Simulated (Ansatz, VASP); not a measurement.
**One calculation of C, two programs**

Contents of INCAR:

```
SYSTEM = C
ALGO = Normal
EDIFF = 1E-7
EDIFFG = -0.04
ENCUT = 600
GGA = PE
GGA_COMPAT = .FALSE.
IBRION = 2
ISIF = 3
ISMEAR = 0
LASPH = .TRUE.
LCHARG = .FALSE.
LREAL = .FALSE.
LWAVE = .FALSE.
NELM = 120
NELMIN = 4
NSW = 90
PREC = Accurate
SIGMA = 0.1
```

File KPOINTS:

```
k-points
0
G
  8 8 8
  0 0 0
```

File POSCAR:

```
C
1.0
    2.2594533100      0.0000000000      0.0000000000
    0.0000000000      2.2594533100      0.0000000000
    0.0000000000      0.0000000000      2.0660581900
C
2
Direct
    0.5000000000      0.0000000000      0.9975093800
    0.0000000000      0.5000000000      0.0024906200
```

Input for Ansatz:

```yaml
crystal:
  lattice:
    - [2.25945331, 0.0, 0.0]
    - [0.0, 2.25945331, 0.0]
    - [0.0, 0.0, 2.06605819]
  atoms:
    - { symbol: C, position: [0.5, 0.0, 0.99750938] }
    - { symbol: C, position: [0.0, 0.5, 0.00249062] }
basis:
  ecutwfc: 420
kpoints:
  mp_grid: { grid: [8, 8, 8] }
hamiltonian:
  xc: pbe
scf:
  occupations: { method: gaussian, width: 0.1 }
  lower_state_search: "off"
output:
  forces: true
  stress: true
  eigenvalues: true
relax:
  adjacent_minimum: "off"
  f_tol: 0.04
  max_steps: 70
  cell: { stress_tol: 0.4 }
```

Alike in both runs: task relaxation of cell and atoms; functional PBE; k mesh 8 × 8 × 8; occupations gaussian, width 0.1 eV; no spin polarisation.

```csv
,VASP,Ansatz
version,VASP 6.6.1,Ansatz 0.2.0
potentials or method,"VASP PAW PBE potentials, release 64 (C), cutoff 600 eV","scalar-relativistic, plane waves, PAW"
valence electrons in the cell,8,8
```

```csv
,VASP,Ansatz,Ansatz less VASP
"gap on the k mesh at the Fermi level, each at its own relaxed structure (eV)",none,none,-
relaxed volume (Å³/atom),5.78,5.78,-0.001
relaxed cell length with the largest relative difference (Å),2.401,2.401,-0.0004
```

A gap of «none» marks a metal or a gap that the smearing closes.

The k mesh is coarse, so the values compare programs but aren't converged.
